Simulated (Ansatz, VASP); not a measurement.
# Two plane-wave programs on KCl

```
CELL_PARAMETERS angstrom
5.34380 0.10688 0.00000
-2.57934 4.57443 0.00000
0.00000 0.00000 6.23917
ATOMIC_POSITIONS crystal
K 0.32806 0.66691 0.93750
K 0.67194 0.33309 0.43750
Cl 0.32776 0.66692 0.43750
Cl 0.67224 0.33308 0.93750
```

Change from the starting cell: shear_xy strain +4.0%.

Alike in both runs: task single point; functional PBE; k mesh 6 × 6 × 4; occupations fermi-dirac, width 0.02 eV; no spin polarisation.

|  | VASP | Ansatz |
| --- | --- | --- |
| version | VASP 6.6.1 | Ansatz 0.2.0 |
| potentials or method | VASP PAW PBE potentials, release 64 (K_sv, Cl) | plane waves, PAW |
| plane-wave cutoff (eV) | 520 | 420 |
| valence electrons in the cell | 32 | 32 |

```tsv
	VASP	Ansatz	Ansatz less VASP
gap on the k mesh at the Fermi level (eV)	4.77	4.77	+0.001
pressure (GPa)	0.5	0.4	-0.02
traceless stress, the component that is largest in VASP (GPa)	0.13	0.12	-0.006
```
